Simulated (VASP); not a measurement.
# HfN (Fm-3m) in VASP: a series of runs

Aim: see how the results for HfN move with the level of theory and the settings. Levels: PBE, PBE+D3(BJ). Tasks: single point.

Program: VASP 6.6.1. These are calculated values, not measurements. Logs are shortened: lines on timing, memory, paths and dates and some standing lists are left out, and cuts for length are marked.

### Step 1. The cell of the first run

It takes space group Fm-3m (No. 225, cubic). The conventional cell has a = 4.512 Å, b = 4.512 Å, c = 4.512 Å, α = 90.00°, β = 90.00°, γ = 90.00°. Hf (site symmetry m-3m) has 6 N at 2.26 Å within 3.0 Å. Within 3.0 Å of N (site symmetry m-3m) lie 6 Hf at 2.26 Å.

### Step 2. Single point, PBE

INCAR

```
SYSTEM = HfN
PREC = Accurate
ENCUT = 600
EDIFF = 1E-6
ISMEAR = 0
SIGMA = 0.027000000000000003
LREAL = .False.
LASPH = .True.
NELM = 120
ALGO = Normal
ISIF = 2
LWAVE = .False.
LCHARG = .True.
GGA = PE
LELF = .True.
LVHAR = .True.
NBANDS = 14
GGA_COMPAT = .False.
```

KPOINTS

```
Automatic mesh
0
Gamma
  10 10 10
  0 0 0
```

POSCAR

```
HfN
1.0
    0.0000000000      2.2560000000      2.2560000000
    2.2560000000      0.0000000000      2.2560000000
    2.2560000000      2.2560000000      0.0000000000
Hf N
1 1
Direct
    0.0000000000      0.0000000000      0.0000000000
    0.5000000000      0.5000000000      0.5000000000
```

Potentials or basis: VASP PAW PBE potentials, release 64 (Hf_pv, N).

Run with:

```bash
$ cat potpaw_PBE.64/Hf_pv/POTCAR potpaw_PBE.64/N/POTCAR > POTCAR
$ mpirun -np 1 vasp_std > vasp.out
```

OUTCAR:

```text
SYSTEM = HfN
   PREC = Accurate
   ENCUT = 600
   EDIFF = 1E-6
   ISMEAR = 0
   LREAL = .False.
   LASPH = .True.
   NELM = 120
   ISIF = 2
   GGA = PE

 ion  position               nearest neighbor table
   1  0.000  0.000  0.000-   2 2.26   2 2.26   2 2.26   2 2.26   2 2.26   2 2.26
   2  0.500  0.500  0.500-   1 2.26   1 2.26   1 2.26   1 2.26   1 2.26   1 2.26

  LATTYP: Found a face centered cubic cell.
 ALAT       =     4.5120000000

  Lattice vectors:

 A1 = (   0.0000000000,   2.2560000000,   2.2560000000)
 A2 = (   2.2560000000,   0.0000000000,   2.2560000000)
 A3 = (   2.2560000000,   2.2560000000,   0.0000000000)

Analysis of symmetry for initial positions (statically):
=====================================================================
 Subroutine PRICEL returns:
 Original cell was already a primitive cell.

 Routine SETGRP: Setting up the symmetry group for a
 face centered cubic supercell.

 Subroutine GETGRP returns: Found 48 space group operations
 (whereof 48 operations were pure point group operations)
 out of a pool of 48 trial point group operations.

The static configuration has the point symmetry O_h .

Analysis of symmetry for dynamics (positions and initial velocities):
=====================================================================
 Subroutine PRICEL returns:
 Original cell was already a primitive cell.

 Routine SETGRP: Setting up the symmetry group for a
 face centered cubic supercell.

 Subroutine GETGRP returns: Found 48 space group operations
 (whereof 48 operations were pure point group operations)
 out of a pool of 48 trial point group operations.

The dynamic configuration has the point symmetry O_h .

 Subroutine INISYM returns: Found 48 space group operations
 (whereof 48 operations are pure point group operations),
 and found     1 'primitive' translations

----------------------------------------------------------------------------------------

                                     Primitive cell

  volume of cell :      22.9640

  direct lattice vectors                    reciprocal lattice vectors
     0.000000000  2.256000000  2.256000000    -0.221631206  0.221631206  0.221631206
     2.256000000  0.000000000  2.256000000     0.221631206 -0.221631206  0.221631206
     2.256000000  2.256000000  0.000000000     0.221631206  0.221631206 -0.221631206

  length of vectors
     3.190465797  3.190465797  3.190465797     0.383876509  0.383876509  0.383876509

  position of ions in fractional coordinates (direct lattice)
     0.000000000  0.000000000  0.000000000
     0.500000000  0.500000000  0.500000000

  ion indices of the primitive-cell ions
   primitive index   ion index
                 1           1
                 2           2

----------------------------------------------------------------------------------------

 KPOINTS: Automatic mesh

Automatic generation of k-mesh.
 Grid dimensions read from file:
 generate k-points for:   10   10   10

 Generating k-lattice:

  Cartesian coordinates                     Fractional coordinates (reciprocal lattice)
    -0.022163121  0.022163121  0.022163121     0.100000000  0.000000000  0.000000000
     0.022163121 -0.022163121  0.022163121     0.000000000  0.100000000  0.000000000
     0.022163121  0.022163121 -0.022163121     0.000000000  0.000000000  0.100000000

  Length of vectors
     0.038387651  0.038387651  0.038387651

  Shift w.r.t. Gamma in fractional coordinates (k-lattice)
     0.000000000  0.000000000  0.000000000

 Subroutine IBZKPT returns following result:
 ===========================================

 Found     47 irreducible k-points:

 Following reciprocal coordinates:
            Coordinates               Weight
  0.000000  0.000000  0.000000      1.000000
  0.100000  0.000000  0.000000      8.000000
  0.200000  0.000000  0.000000      8.000000
  0.300000  0.000000  0.000000      8.000000
  0.400000  0.000000  0.000000      8.000000
  0.500000  0.000000  0.000000      4.000000
[... 16 lines left out ...]
  0.300000  0.300000  0.000000      6.000000
  0.400000  0.300000  0.000000     24.000000
 [... further k-points ...]
   k-points           NKPTS =     47   k-points in BZ     NKDIM =     47   number of bands    NBANDS=     14
   number of dos      NEDOS =    301   number of ions     NIONS =      2
   total plane-waves  NPLWV =  21952
   dimension x,y,z NGX =    28 NGY =   28 NGZ =   28
   dimension x,y,z NGXF=    56 NGYF=   56 NGZF=   56
   ions per type =               1   1
   NGX,Y,Z   is equivalent  to a cutoff of  14.59, 14.59, 14.59 a.u.
   NGXF,Y,Z  is equivalent  to a cutoff of  29.18, 29.18, 29.18 a.u.
 SYSTEM =  HfN
   PREC   = accura    normal or accurate (medium, high low for compatibility)
   ISTART =      0    job   : 0-new  1-cont  2-samecut
   ICHARG =      2    charge: 1-file 2-atom 10-const
   ISPIN  =      1    spin polarized calculation?
   LNONCOLLINEAR =      F non collinear calculations
   LSORBIT =      F    spin-orbit coupling
   LASPH  =      T    aspherical Exc in radial PAW
   ENCUT  =  600.0 eV  44.10 Ry    6.64 a.u.   6.37  6.37  6.37*2*pi/ulx,y,z
   NELM   =    120;   NELMIN=  2; NELMDL= -5     # of ELM steps
   EDIFF  = 0.1E-05   stopping-criterion for ELM
   LREAL  =      F    real-space projection
   EDIFFG = 0.1E-04   stopping-criterion for IOM
   NSW    =      0    number of steps for IOM
   IBRION =     -1    ionic relax: 0-MD 1-quasi-New 2-CG
   NFREE  =      0    steps in history (QN), initial steepest desc. (CG)
   ISIF   =      2    stress and relaxation
   ISYM   =      2    0-nonsym 1-usesym 2-fastsym
   POTIM  = 0.5000    time-step for ionic-motion
   TEBEG  =    0.0;   TEEND  =   0.0 temperature during run
   PSTRESS=    0.0 pullay stress
   NELECT =      15.0000    total number of electrons
   NUPDOWN=      -1.0000    fix difference up-down
   EMIN   =  10.00;   EMAX   =-10.00  energy-range for DOS
   EFERMI =   0.00;   METHOD = LEGACY
   ISMEAR =     0;   SIGMA  =   0.03  broadening in eV -4-tet -1-fermi 0-gaus
   EFERMI_NEDOS =   21; number of points for ismear=-14 and -15
   IALGO  =     38    algorithm
   IMIX   =      4    mixing-type and parameters
     AMIX     =   0.40;   BMIX     =  1.00
     AMIX_MAG =   1.60;   BMIX_MAG =  1.00
  volume/ion in A,a.u.               =      11.48        77.48
  Fermi-wavevector in a.u.,A,eV,Ry     =   1.420440  2.684242 27.451783  2.017649
  Thomas-Fermi vector in A             =   2.541355
   LORBIT       =      0    0 simple, 1 ext, 2 COOP (PROOUT), +10 PAW based schemes
   GGA     = PE    functional components
   LHFCALC =     F    Hartree Fock is set to
   AEXX    =    0.0000 exact exchange contribution
   IVDW    =     0    specifies the selected vdW correction
   LEPSILON=     F    determine dielectric tensor
   LRPA    =     F    only Hartree local field effects (RPA)
 non-spin polarized calculation
 Gauss-broadening in eV      SIGMA  =   0.03
  energy-cutoff  :      600.00
  volume of cell :       22.96
 maximum number of plane-waves:       785
 NGX is ok and might be reduce to    28
   NGX = 13   NGY = 13   NGZ = 13

 number of electron      15.0000002 magnetization

 Free energy of the ion-electron system (eV)
  ---------------------------------------------------
  ext. energy  EPLUGINS =         0.00000000
  ---------------------------------------------------
  free energy    TOTEN  =       -21.74729188 eV

  energy without entropy =      -21.74710822  energy(sigma->0) =      -21.74720005

 E-fermi :   8.4548     XC(G=0): -12.7533

 val. band max:        8.4152589668   @ k =  -0.4000   0.3000   0.0000
 cond. band min:       8.4706259771   @ k =  -0.1000   0.1000   0.0000
 fundamental gap:      0.0553670103
 Fermi energy:         8.4548370371

 k-point     1 :       0.0000    0.0000    0.0000
  band No.  band energies     occupation
      1     -22.7096      2.00000
      2     -22.7096      2.00000
      3     -22.7096      2.00000
      4      -9.1194      2.00000
      5       5.3807      2.00000
      6       5.3807      2.00000
      7       5.3807      2.00000
      8       8.0745      2.00000
      9       8.0745      2.00000
     10       8.0745      2.00000
     11      10.2532      0.00000
     12      10.4022      0.00000
     13      10.4022      0.00000
     14      17.9966      0.00000

 k-point     2 :       0.1000    0.0000    0.0000
  band No.  band energies     occupation
      1     -22.8117      2.00000
      2     -22.7181      2.00000
      3     -22.7181      2.00000
      4      -8.8897      2.00000
      5       4.4603      2.00000
      6       4.8375      2.00000
      7       4.8375      2.00000
      8       8.2999      2.00000
      9       8.4015      1.99483
     10       8.4015      1.99483
     11      10.9541      0.00000
     12      11.1413      0.00000
     13      11.1413      0.00000
     14      18.7659      0.00000

 k-point     3 :       0.2000    0.0000    0.0000
  band No.  band energies     occupation
      1     -23.0683      2.00000
      2     -22.7402      2.00000
      3     -22.7402      2.00000
      4      -8.2728      2.00000
      5       2.7874      2.00000
      6       3.8428      2.00000
      7       3.8428      2.00000
      8       8.6843      0.00000
      9       9.2191      0.00000
     10       9.2191      0.00000
     11      12.4046      0.00000
     12      12.8124      0.00000
     13      12.8124      0.00000
     14      20.5944      0.00000
[... 324 lines left out ...]
 k-point    23 :       0.3000    0.3000    0.0000
  band No.  band energies     occupation
      1     -23.2823      2.00000
      2     -22.9151      2.00000
      3     -22.9151      2.00000
      4      -7.8289      2.00000
      5       1.5859      2.00000
      6       4.5383      2.00000
      7       4.5383      2.00000
      8       5.4986      2.00000
      9      11.6914      0.00000
     10      12.2029      0.00000
     11      12.5354      0.00000
     12      12.5354      0.00000
     13      17.4479      0.00000
     14      20.6482      0.00000

 k-point    24 :       0.4000    0.3000    0.0000
  band No.  band energies     occupation
      1     -23.3922      2.00000
      2     -22.9768      2.00000
      3     -22.9474      2.00000
      4      -7.7192      2.00000
      5       1.8027      2.00000
      6       3.7943      2.00000
      7       4.2782      2.00000
      8       5.9383      2.00000
      9      12.5285      0.00000
     10      13.0212      0.00000
     11      13.1934      0.00000
     12      13.2679      0.00000
     13      17.6127      0.00000
     14      19.8103      0.00000

 [... further k-points ...]
[... 5 lines left out ...]
  --------------------------------------------------------------------------------------
  -------------------------------------------------------------------------------------
  Total        0.5859682      0.5859682      0.5859682     -0.0000000     -0.0000000      0.0000000
  in kB       40.8824901     40.8824901     40.8824901     -0.0000000     -0.0000000      0.0000000
  external PRESSURE =      40.8824901 kB  Pullay stress =       0.0000000 kB

 VOLUME and BASIS-vectors are now :
 -----------------------------------------------------------------------------
  energy-cutoff  :      600.00
  volume of cell :       22.96
      direct lattice vectors                 reciprocal lattice vectors
     0.000000000  2.256000000  2.256000000    -0.221631206  0.221631206  0.221631206
     2.256000000  0.000000000  2.256000000     0.221631206 -0.221631206  0.221631206
     2.256000000  2.256000000  0.000000000     0.221631206  0.221631206 -0.221631206

 POSITION                                       TOTAL-FORCE (eV/Angst)
 -----------------------------------------------------------------------------------
      0.00000      0.00000      0.00000        -0.000000     -0.000000      0.000000
      2.25600      2.25600      2.25600         0.000000      0.000000     -0.000000
 -----------------------------------------------------------------------------------
    total drift:                                0.000000      0.000000      0.000000

  FREE ENERGIE OF THE ION-ELECTRON SYSTEM (eV)
  ---------------------------------------------------
  free  energy   TOTEN  =       -21.7472918753 eV

  energy  without entropy=      -21.7471082152  energy(sigma->0) =      -21.74720005
```

Wall time 14 s (1 thread of Intel Xeon 6975P-C (Granite Rapids), shared host); peak memory 0.17 GiB.

What came out:

- Free energy: -21.7473 eV
- Pressure: 4.1 GPa
- Band gap on the k mesh: zero (an odd number of electrons rules out a gap without spin polarisation)

Levels at points of the mesh, in eV from the Fermi level:
| k point | band 4 | band 5 | band 6 | band 7 | band 8 | band 9 | band 10 | band 11 | band 12 | band 13 |
| --- | --- | --- | --- | --- | --- | --- | --- | --- | --- | --- |
| (0.00, 0.00, 0.00) | -17.57 | -3.07 | -3.07 | -3.07 | -0.38 | -0.38 | -0.38 | 1.80 | 1.95 | 1.95 |
| (0.50, 0.00, 0.00) | -14.83 | -8.95 | -6.24 | -6.24 | 3.26 | 3.69 | 3.69 | 4.42 | 8.85 | 8.85 |
| (0.50, 0.50, 0.00) | -16.48 | -5.45 | -3.86 | -3.74 | -3.74 | 4.09 | 5.53 | 5.53 | 5.60 | 8.02 |

Caveat: the cell stands under pressure; spin-orbit coupling is left out, which moves the levels of the heavy elements.

### Step 3. Single point, PBE

INCAR

```
PREC     = Accurate       # precision mode
ENCUT    = 600            # plane-wave cutoff, eV
EDIFF    = 1E-6           # SCF threshold, eV
ISMEAR   = 0              # smearing method
SIGMA    = 0.028000000000000004 # smearing width, eV
LREAL    = False          # projectors in reciprocal space
LASPH    = True           # aspherical terms in the spheres
NELM     = 120            # most SCF steps
ALGO     = Normal         # electronic algorithm
ISIF     = 2              # what is computed and relaxed
LWAVE    = False          # write WAVECAR
LCHARG   = False          # write CHGCAR
GGA      = PE             # functional
NBANDS   = 14             # bands
GGA_COMPAT= False
```

KPOINTS

```
Automatic mesh
0
Gamma
  10 10 10
```

POSCAR is that of step 2.

Potentials or basis: VASP PAW PBE potentials, release 64 (Hf_pv, N).

Run with:

```bash
$ cat potpaw_PBE.64/Hf_pv/POTCAR potpaw_PBE.64/N/POTCAR > POTCAR
$ mpirun -np 1 vasp_std > vasp.out
```

It took 10 s on 1 thread of Intel Xeon 6975P-C (Granite Rapids), shared host; peak memory 0.17 GiB.

Results (log left out):

* Free energy: -21.7473 eV
* Pressure: 4.1 GPa
* Band gap on the k mesh: zero (an odd number of electrons rules out a gap without spin polarisation)

Levels at points of the mesh, in eV from the Fermi level:
```tsv
k point	band 4	band 5	band 6	band 7	band 8	band 9	band 10	band 11	band 12	band 13
(0.00, 0.00, 0.00)	-17.57	-3.07	-3.07	-3.07	-0.38	-0.38	-0.38	1.80	1.95	1.95
(0.50, 0.00, 0.00)	-14.83	-8.95	-6.24	-6.24	3.26	3.69	3.69	4.42	8.85	8.85
(0.50, 0.50, 0.00)	-16.48	-5.45	-3.86	-3.74	-3.74	4.09	5.53	5.53	5.60	8.02
```

Caveat: the cell stands under pressure; spin-orbit coupling is left out, which moves the levels of the heavy elements.

### Step 4. Single point, PBE+D3(BJ)

This run uses another cell than the first one, of 11.52 Å³/atom.

INCAR

```
SYSTEM = HfN
ALGO = Normal
EDIFF = 1E-6
ENCUT = 600
GGA = PE
GGA_COMPAT = .FALSE.
ISIF = 2
ISMEAR = -1
IVDW = 12
LASPH = .TRUE.
LCHARG = .FALSE.
LREAL = .FALSE.
LWAVE = .FALSE.
NBANDS = 14
NELM = 120
PREC = Accurate
SIGMA = 0.05
```

KPOINTS

```
k-points
0
G
  10 10 10
  0 0 0
```

POSCAR

```
HfN
1.0
    0.0000000000      2.2584879519      2.2584879519
    2.2584879519      0.0000000000      2.2584879519
    2.2584879519      2.2584879519      0.0000000000
Hf N
1 1
Direct
    0.0000000000      0.0000000000      0.0000000000
    0.5000000000      0.5000000000      0.5000000000
```

Run with:

```bash
$ cat potpaw_PBE.64/Hf_pv/POTCAR potpaw_PBE.64/N/POTCAR > POTCAR
$ mpirun -np 1 vasp_std > vasp.out
```

Run time: 9.7 s. Hardware: 1 thread of Intel Xeon 6975P-C (Granite Rapids), shared host; peak memory 0.18 GiB.

Results (log left out):

```yaml
Free_energy: -22.5253 eV
Pressure: -2.5 GPa
Band_gap_on_the_k_mesh: zero (an odd number of electrons rules out a gap without spin polarisation)
Dispersion_energy_per_atom: -0.386 eV
```

Levels at points of the mesh, in eV from the Fermi level:
| k point | band 5 | band 6 | band 7 | band 8 | band 9 | band 10 | band 11 | band 12 |
| --- | --- | --- | --- | --- | --- | --- | --- | --- |
| (0.00, 0.00, 0.00) | -3.07 | -3.07 | -3.07 | -0.38 | -0.38 | -0.38 | 1.76 | 1.93 |
| (0.50, 0.00, 0.00) | -8.93 | -6.23 | -6.23 | 3.24 | 3.67 | 3.67 | 4.39 | 8.80 |
| (0.50, 0.50, 0.00) | -5.46 | -3.85 | -3.74 | -3.74 | 4.07 | 5.49 | 5.49 | 5.56 |

Caveat: spin-orbit coupling is left out, which moves the levels of the heavy elements.

### Step 5. Overview

| level | cell | smearing | gap on the mesh (eV) | pressure (GPa) |
| --- | --- | --- | --- | --- |
| PBE | a = 3.190 Å, angles 60.0°, 2 atoms | gaussian 0.027 eV | none | 4.1 |
| PBE | a = 3.190 Å, angles 60.0°, 2 atoms | gaussian 0.028 eV | none | 4.1 |
| PBE+D3(BJ) | a = 3.194 Å, angles 60.0°, 2 atoms | fermi-dirac 0.05 eV | none | -2.5 |

Alike in all rows: task single point; potentials or basis VASP PAW PBE potentials, release 64 (Hf_pv, N); no spin polarisation; k mesh 10 × 10 × 10; cutoff (eV) 600.

Caveats: spin-orbit coupling is left out, which moves the levels of the heavy elements; the cell stands under pressure (at least some runs).

Absolute energies hang on the potentials; compare differences alone.

The gap in the log of VASP goes by the Fermi energy; the results here count the filled bands.